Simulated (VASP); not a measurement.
Cu:

```
CELL_PARAMETERS angstrom
2.55616 0.00000 0.00000
-1.27808 2.21370 0.00000
0.00000 0.00000 8.34842
ATOMIC_POSITIONS crystal
Cu 0.00000 0.00000 0.00000
Cu 0.00000 0.00000 0.50000
Cu 0.33333 0.66667 0.25000
Cu 0.66667 0.33333 0.75000
```

This isn't the form of Cu at room conditions, which is fcc.

```yaml
Program: VASP 6.6.1
Task: relaxation of cell and atoms
Functional: LDA
Potentials_or_basis: VASP PAW LDA potentials, release 64 (Cu)
Cutoff: 600 eV
k_mesh: 14 × 14 × 4
Occupations: fermi-dirac, width 0.1 eV
Spin: no spin polarisation
```

At the start: pressure -11.4 GPa; volume 11.81 Å³/atom.

Task: How do energy, volume and symmetry change on relaxing?

Result: Over 6 steps the energy falls by 33.5 meV/atom and the volume is 10.95 Å³/atom (-7.3 %); space group P6_3/mmc (No. 194, to 0.1 Å) before and after.

The path:
| step | energy change (eV) | largest force (eV/Å) | pressure (GPa) | volume (Å³) |
| --- | --- | --- | --- | --- |
| 1 | 0.0000 | 0.0000 | -11.42 | 47.24 |
| 2 | -0.0719 | 0.0000 | 10.06 | 41.72 |
| 3 | -0.1339 | 0.0000 | -0.34 | 43.79 |
| 4 | -0.1339 | 0.0000 | 0.26 | 43.72 |
| 5 | -0.1339 | 0.0000 | -0.17 | 43.82 |
| 6 | -0.1339 | 0.0000 | -0.07 | 43.79 |

Final structure:
```
CELL_PARAMETERS angstrom
2.49238 0.00000 0.00000
-1.24619 2.15846 0.00000
0.00000 0.00000 8.13976
ATOMIC_POSITIONS crystal
Cu 0.00000 0.00000 0.00000
Cu 0.00000 0.00000 0.50000
Cu 0.33333 0.66667 0.25000
Cu 0.66667 0.33333 0.75000
```
